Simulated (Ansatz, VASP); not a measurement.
CdTe: VASP beside Ansatz

The input POSCAR:

```
CdTe
1.0
    0.0000000000      3.2143560138      3.3640644590
    3.2143560138      0.0000000000      3.3640644590
    3.2143560138      3.2143560138      0.0000000000
Cd Te
1 1
Direct
    0.0000000000      0.0000000000      0.0000000000
    0.2500000000      0.2500000000      0.2500000000
```

Contents of INCAR.step1:

```
SYSTEM = CdTe
PREC = Accurate
ENCUT = 520
ISMEAR = 0
SIGMA = 0.01
LREAL = .False.
LASPH = .True.
NELM = 100
NBANDS = 16
GGA = PE
ALGO = Normal
EDIFF = 1E-4
LWAVE = .True.
LCHARG = .False.
```

Contents of INCAR.step2:

```
SYSTEM = CdTe
PREC = Accurate
ENCUT = 520
EDIFF = 1E-6
ISMEAR = 0
SIGMA = 0.01
LREAL = .False.
LASPH = .True.
NELM = 100
ALGO = Normal
ISIF = 2
LWAVE = .False.
LCHARG = .True.
METAGGA = R2SCAN
LMIXTAU = .True.
LELF = .True.
LVHAR = .True.
NBANDS = 16
ISTART = 1
```

KPOINTS

```
regular mesh
0
Gamma
  6 6 6
  0 0 0
```

Input for Ansatz:

```yaml
crystal:
  lattice:
    - [0.0, 3.2143560138, 3.364064459]
    - [3.2143560138, 0.0, 3.364064459]
    - [3.2143560138, 3.2143560138, 0.0]
  atoms:
    - { symbol: Cd, position: [0.0, 0.0, 0.0] }
    - { symbol: Te, position: [0.25, 0.25, 0.25] }
kpoints:
  mp_grid: { grid: [6, 6, 6] }
  band_path:
    path:
      - [0.0, 0.0, 0.0]
      - [-0.5, -0.5, 0.0]
      - [-0.375, -0.375, 0.25]
      - [-0.375, 0.0, 0.375]
      - [0.0, 0.0, 0.5]
      - [-0.5, -0.25, 0.25]
    npoints: 1
hamiltonian:
  xc: r2scan
scf:
  occupations: { method: fixed }
  n_extra_bands: 4
output:
  forces: true
  stress: true
  eigenvalues: true
```

Change from the starting cell: epitaxial_xy strain -2.0%.

Alike in both runs: task single point; functional r2SCAN; k mesh 6 × 6 × 6; no spin polarisation.

```csv
,VASP,Ansatz
version,VASP 6.6.1,Ansatz 0.2.0
potentials or method,"VASP PAW PBE potentials, release 64 (Cd, Te)","plane waves, PAW"
plane-wave cutoff (eV),520,500
occupations,"gaussian, width 0.01 eV",fixed
valence electrons in the cell,18,36
```

|  | VASP | Ansatz | Ansatz less VASP |
| --- | --- | --- | --- |
| gap on the k mesh at the Fermi level (eV) | 1.14 | 1.15 | +0.007 |
| pressure (GPa) | 0.7 | 0.6 | -0.12 |
| traceless stress, the component that is largest in VASP (GPa) | -0.55 | -0.55 | +0.001 |

VASP's potentials were made for PBE, not for r2SCAN. VASP's potentials hold 18 valence electrons a cell and Ansatz's 36, so a difference there can come from the potentials and not from the codes.

Neither program's run includes spin-orbit coupling.
